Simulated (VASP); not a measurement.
# ScCu in VASP: notebook, part 2 of 2

VASP 6.6.1.

## 4. Single point, LDA

POSCAR reads:

```
ScCu
1.0
    3.2560000000      0.0000000000      0.0000000000
    0.0000000000      3.2560000000      0.0000000000
    0.0000000000      0.0000000000      3.2560000000
Sc Cu
1 1
Direct
    0.5000000000      0.5000000000      0.5000000000
    0.0000000000      0.0000000000      0.0000000000
```

INCAR.step1 reads:

```
SYSTEM = ScCu
  PREC = Accurate
  ENCUT = 520
  EDIFF = 1E-6
  ISMEAR = -1
  SIGMA = 0.05
  LREAL = .FALSE.
  LASPH = .TRUE.
  NELM = 60
  ALGO = Normal
  ISIF = 2
  LWAVE = .FALSE.
  LCHARG = .TRUE.
  LMAXMIX = 4
  NBANDS = 18
```

KPOINTS.step1 reads:

```
regular mesh
0
G
  11 11 11
  0 0 0
```

INCAR.step2 reads:

```
SYSTEM = ScCu
  PREC = Accurate
  ENCUT = 520
  EDIFF = 1E-6
  ISMEAR = -5
  SIGMA = 0.05
  LREAL = .FALSE.
  LASPH = .TRUE.
  NELM = 60
  ALGO = Normal
  ISIF = 2
  LWAVE = .FALSE.
  LCHARG = .FALSE.
  LMAXMIX = 4
  LORBIT = 11
  NEDOS = 2001
  ICHARG = 11
```

KPOINTS.step2 reads:

```
regular mesh
0
G
  17 17 17
  0 0 0
```

Potentials or basis: VASP PAW LDA potentials, release 64 (Sc_sv, Cu).

The run is started by

```sh
$ cat potpaw_LDA.64/Sc_sv/POTCAR potpaw_LDA.64/Cu/POTCAR > POTCAR
$ cp INCAR.step1 INCAR
$ cp KPOINTS.step1 KPOINTS
$ mpirun -np 1 vasp_std > vasp.out
$ cp INCAR.step2 INCAR
$ cp KPOINTS.step2 KPOINTS
$ mpirun -np 1 vasp_std > vasp.out
```

OUTCAR:

```text
SYSTEM = ScCu
   PREC = Accurate
   ENCUT = 520
   EDIFF = 1E-6
   ISMEAR = -5
   LREAL = .FALSE.
   LASPH = .TRUE.
   NELM = 60
   ISIF = 2
   LORBIT = 11
   ICHARG = 11

 ion  position               nearest neighbor table
   1  0.500  0.500  0.500-   2 2.82   2 2.82   2 2.82   2 2.82   2 2.82   2 2.82   2 2.82   2 2.82

   2  0.000  0.000  0.000-   1 2.82   1 2.82   1 2.82   1 2.82   1 2.82   1 2.82   1 2.82   1 2.82

  LATTYP: Found a simple cubic cell.
 ALAT       =     3.2560000000

  Lattice vectors:

 A1 = (   3.2560000000,   0.0000000000,   0.0000000000)
 A2 = (   0.0000000000,   3.2560000000,   0.0000000000)
 A3 = (   0.0000000000,   0.0000000000,   3.2560000000)

Analysis of symmetry for initial positions (statically):
=====================================================================
 Subroutine PRICEL returns:
 Original cell was already a primitive cell.

 Routine SETGRP: Setting up the symmetry group for a
 simple cubic supercell.

 Subroutine GETGRP returns: Found 48 space group operations
 (whereof 48 operations were pure point group operations)
 out of a pool of 48 trial point group operations.

The static configuration has the point symmetry O_h .

Analysis of symmetry for dynamics (positions and initial velocities):
=====================================================================
 Subroutine PRICEL returns:
 Original cell was already a primitive cell.

 Routine SETGRP: Setting up the symmetry group for a
 simple cubic supercell.

 Subroutine GETGRP returns: Found 48 space group operations
 (whereof 48 operations were pure point group operations)
 out of a pool of 48 trial point group operations.

The dynamic configuration has the point symmetry O_h .

 Subroutine INISYM returns: Found 48 space group operations
 (whereof 48 operations are pure point group operations),
 and found     1 'primitive' translations

----------------------------------------------------------------------------------------

                                     Primitive cell

[... 133 lines left out ...]
  ext. energy  EPLUGINS =         0.00000000
  ---------------------------------------------------
  free energy    TOTEN  =       -11.90333710 eV

  energy without entropy =      -11.90333710  energy(sigma->0) =      -11.90333710

 E-fermi :   5.2496     XC(G=0): -11.4297

 val. band max:        5.2941293495   @ k =   0.4706   0.4706   0.0588
 cond. band min:       5.2526659980   @ k =   0.4118   0.3529   0.1765
 fundamental gap:     -0.0414633515
 Fermi energy:         5.2495705954

 k-point     1 :       0.0000    0.0000    0.0000
  band No.  band energies     occupation
      1     -43.8281      2.00000
      2     -22.6848      2.00000
      3     -22.6848      2.00000
      4     -22.6848      2.00000
      5      -1.7707      2.00000
      6       1.4075      2.00000
      7       1.4075      2.00000
      8       2.2304      2.00000
      9       2.2304      2.00000
     10       2.2304      2.00000
     11       5.7455      0.00000
     12       5.7455      0.00000
     13       8.3931      0.00000
     14       8.3931      0.00000
[... 401 lines left out ...]
      2     -22.9184      2.00000
      3     -22.6947      2.00000
      4     -22.6622      2.00000
      5       1.0153      2.00000
      6       1.7717      2.00000
      7       1.8369      2.00000
      8       2.0975      2.00000
      9       2.2672      2.00000
     10       2.5055      2.00000
     11       3.2510      2.00000
     12       5.6838      0.00000
     13       6.5749      0.00000
     14       6.7819      0.00000
     15       8.2168      0.00000

 [... further k-points ...]

------------------------ aborting loop because EDIFF is reached ----------------------------------------

  FORCE on cell =-STRESS in cart. coord.  units (eV):
  Direction    XX          YY          ZZ          XY          YZ          ZX
  --------------------------------------------------------------------------------------
  -------------------------------------------------------------------------------------
  Total       -1.2881517     -1.2881517     -1.2881517     -0.0000000     -0.0000000      0.0000000
  in kB      -59.7894301    -59.7894301    -59.7894301     -0.0000000     -0.0000000      0.0000000
  external PRESSURE =     -59.7894301 kB  Pullay stress =       0.0000000 kB

 VOLUME and BASIS-vectors are now :
 -----------------------------------------------------------------------------
  energy-cutoff  :      520.00
  volume of cell :       34.52
      direct lattice vectors                 reciprocal lattice vectors
     3.256000000  0.000000000  0.000000000     0.307125307  0.000000000  0.000000000
     0.000000000  3.256000000  0.000000000     0.000000000  0.307125307  0.000000000
     0.000000000  0.000000000  3.256000000     0.000000000  0.000000000  0.307125307

 POSITION                                       TOTAL-FORCE (eV/Angst)
 -----------------------------------------------------------------------------------
      1.62800      1.62800      1.62800         0.000000      0.000000      0.000000
      0.00000      0.00000      0.00000         0.000000      0.000000      0.000000
 -----------------------------------------------------------------------------------
    total drift:                                0.000000      0.000000     -0.000000

  FREE ENERGIE OF THE ION-ELECTRON SYSTEM (eV)
  ---------------------------------------------------
  free  energy   TOTEN  =       -11.9033371021 eV

  energy  without entropy=      -11.9033371021  energy(sigma->0) =      -11.90333710

 total charge

# of ion       s       p       d       tot
------------------------------------------
    1        2.258   6.143   1.012   9.413
    2        0.543   0.340   9.108   9.990
--------------------------------------------------
tot          2.801   6.483  10.119  19.403
```

OUTCAR.step1:

```text
SYSTEM = ScCu
   PREC = Accurate
   ENCUT = 520
   EDIFF = 1E-6
   ISMEAR = -1
   LREAL = .FALSE.
[... 725 lines left out ...]
      1.62800      1.62800      1.62800         0.000000      0.000000      0.000000
      0.00000      0.00000      0.00000         0.000000      0.000000      0.000000
 -----------------------------------------------------------------------------------
    total drift:                                0.000000      0.000000     -0.000000

  FREE ENERGIE OF THE ION-ELECTRON SYSTEM (eV)
  ---------------------------------------------------
  free  energy   TOTEN  =       -11.9057442933 eV

  energy  without entropy=      -11.8908616677  energy(sigma->0) =      -11.89830298
```

Wall time 43 s (1 thread of Intel Xeon Platinum 8259CL at 2.50GHz (Skylake/Cascade Lake), shared host); peak memory 0.2 GiB.

What came out:

* Valence electrons inside the program's atomic spheres: Sc 9.41; Cu 9.99

Levels at points of the mesh, in eV from the Fermi level:
| k point | band 7 | band 8 | band 9 | band 10 | band 11 | band 12 | band 13 | band 14 | band 15 |
| --- | --- | --- | --- | --- | --- | --- | --- | --- | --- |
| (0.00, 0.00, 0.00) | -3.84 | -3.02 | -3.02 | -3.02 | 0.50 | 0.50 | 3.14 | 3.14 | 3.14 |

Caveat: tetrahedron occupations give inexact forces and stress in metals.
